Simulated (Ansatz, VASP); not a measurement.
AlN in VASP and in Ansatz

INCAR

```
SYSTEM = AlN
PREC = Accurate ; ENCUT = 600
EDIFF = 1E-6 ; ISMEAR = 0
SIGMA = 0.05 ; LREAL = .False.
LASPH = .True. ; NELM = 120
ALGO = Normal ; ISIF = 2
LWAVE = .False. ; LCHARG = .False.
GGA = CA ; NBANDS = 11
GGA_COMPAT = .False.
```

The input KPOINTS:

```
regular mesh
0
Gamma
  10 10 10
  0 0 0
```

File POSCAR:

```
AlN
1.0
    0.0000000000      2.1839935596      2.1839935596
    2.1839935596      0.0000000000      2.1839935596
    2.1839935596      2.1839935596      0.0000000000
Al N
1 1
Direct
    0.0343407606     -0.0343407606     -0.0343407606
    0.7500000000      0.7500000000      0.7500000000
```

Input for Ansatz:

```yaml
crystal:
  lattice:
    - [0.0, 2.1839935596, 2.1839935596]
    - [2.1839935596, 0.0, 2.1839935596]
    - [2.1839935596, 2.1839935596, 0.0]
  atoms:
    - { symbol: Al, position: [0.0343407606, -0.0343407606, -0.0343407606] }
    - { symbol: "N", position: [0.75, 0.75, 0.75] }
basis:
  ecutwfc: 420
kpoints:
  mp_grid: { grid: [10, 10, 10] }
hamiltonian:
  xc: lda
scf:
  occupations: { method: gaussian, width: 0.05 }
output:
  forces: true
  stress: true
  eigenvalues: true
  write_density: true
  write_potential: true
  elf: true
  volumetric_format: npy
```

Alike in both runs: task single point; functional LDA; k mesh 10 × 10 × 10; occupations gaussian, width 0.05 eV; no spin polarisation.

```csv
,VASP,Ansatz
version,VASP 6.6.1,Ansatz 0.2.0
potentials or method,"VASP PAW LDA potentials, release 64 (Al, N), cutoff 600 eV","scalar-relativistic, plane waves, PAW"
valence electrons in the cell,8,8
```

Ansatz gave:

| Property | Result |
| --- | --- |
| gap on the k mesh at the Fermi level (eV) | 2.86 |
| least direct gap on the mesh (eV) | 3.81 |
| pressure (GPa) | -0.9 |
| traceless stress, the component that is largest in VASP (GPa) | 9.94 |
| rms of the force components (eV/Å) | 1.203 |

Task: What did VASP give for the same quantities?

Result: gap on the k mesh at the Fermi level (eV): 2.84; least direct gap on the mesh (eV): 3.82; pressure (GPa): -0.3; traceless stress, the component that is largest in VASP (GPa): 10.40; rms of the force components (eV/Å): 1.226.

LDA's correlation is that of Perdew and Zunger in VASP and of Perdew and Wang (1992) in Ansatz. Atom by atom the forces differ by 0.023 eV/Å (rms over components).
